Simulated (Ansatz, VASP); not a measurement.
One calculation of CoSi, two programs

```
Co Si
1.0
     4.43085    0.00000    0.00000
     0.00000    4.43085    0.00000
     0.00000    0.00000    4.43085
Co Si
4 4
Cartesian
  0.5743 0.7369 0.8052
  1.5729 3.7883 2.8580
  2.8580 1.5729 3.7883
  3.7883 2.8580 1.5729
  3.7359 3.7359 3.7359
  2.9104 0.6949 1.5205
  1.5205 2.9104 0.6949
  0.6949 1.5205 2.9104
```

Alike in both runs: task single point; functional PBE; k mesh 10 × 10 × 10; occupations gaussian, width 0.15 eV; no spin polarisation.

|  | VASP | Ansatz |
| --- | --- | --- |
| version | VASP 6.6.1 | Ansatz 0.2.0 |
| potentials or method | VASP PAW PBE potentials, release 64 (Co, Si), cutoff 520 eV | scalar-relativistic, plane waves, PAW |
| valence electrons in the cell | 52 | 84 |

VASP gave:

* gap on the k mesh at the Fermi level (eV): none
* pressure (GPa): 1.1
* traceless stress, the component that is largest in VASP (GPa): 1.32
* rms of the force components (eV/Å): 0.593

Problem. What did Ansatz give for the same quantities?

Solution. gap on the k mesh at the Fermi level (eV): none; pressure (GPa): 1.0; traceless stress, the component that is largest in VASP (GPa): 1.33; rms of the force components (eV/Å): 0.590.

Atom by atom the forces differ by 0.005 eV/Å (rms over components). A gap of «none» marks a metal or a gap that the smearing closes. VASP's potentials hold 52 valence electrons a cell and Ansatz's 84, so a difference there can come from the potentials and not from the codes.
